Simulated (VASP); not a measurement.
Set up this calculation in VASP 6.6.1, as the native input.

```yaml
Task: single point
Functional: LDA
Potentials_or_basis: VASP PAW LDA potentials, release 64 (Mn_pv, O)
Cutoff: 520 eV
k_mesh: 4 × 4 × 7
Occupations: gaussian, width 0.05 eV
Spin: collinear spin, ferrimagnetic start
Starting_moments: "[2.89, 2.89, -0.04, -0.04, -0.04, -0.04] μB"
Hubbard_terms: Mn d U = 4.0 eV
Dipole_correction: no
Further_INCAR_settings: ALGO = Normal; EDIFF = 1e-06; NBANDS = 38
```

The structure of MnO2 lies in POSCAR:

```
MnO2
1.0
    4.3959987700      0.0000000000      0.0000000000
    0.0000000000      4.3959987700      0.0000000000
    0.0000000000      0.0000000000      2.8709991900
Mn O
2 4
Direct
    0.0000000000      0.0000000000      0.0000000000
    0.5000000000      0.5000000000      0.5000000000
    0.3020000000      0.3020000000      0.0000000000
    0.1980000000      0.8020000000      0.5000000000
    0.6980000000      0.6980000000      0.0000000000
    0.8020000000      0.1980000000      0.5000000000
```

The input as run:

INCAR

```
PREC = Accurate
ENCUT = 520
EDIFF = 1E-6
ISMEAR = 0
SIGMA = 0.05
LREAL = F
LASPH = T
NELM = 150
ALGO = Normal
ISIF = 2
LWAVE = F
LCHARG = F
ISPIN = 2
MAGMOM = 2.89 2.89 -0.04 -0.04 -0.04 -0.04
LORBIT = 11
LMAXMIX = 4
LDAU = T
LDAUTYPE = 2
LDAUL = 2 -1
LDAUU = 4 0
LDAUJ = 0 0
LDAUPRINT = 1
NBANDS = 38
```

KPOINTS

```
Automatic mesh
0
Gamma
  4 4 7
```

Potentials or basis: VASP PAW LDA potentials, release 64 (Mn_pv, O).

The run is started by

```bash
$ cat potpaw_LDA.64/Mn_pv/POTCAR potpaw_LDA.64/O/POTCAR > POTCAR
$ mpirun -np 1 vasp_std > vasp.out
```

It gave:

- Pressure: -5.5 GPa
- Largest force: 0.525 eV/Å
- Band gap on the k mesh: zero (filled and empty bands overlap)
- Net moment: 6.02 μB per cell
- Site moments: Mn +2.96; O -0.01 μB
- Valence electrons inside the program's atomic spheres: Mn 11.71; O 5.01

It took 36 s on 1 thread of Intel(R) Xeon(R) 6975P-C (Granite Rapids), with other jobs on the host, peak memory 0.21 GiB.
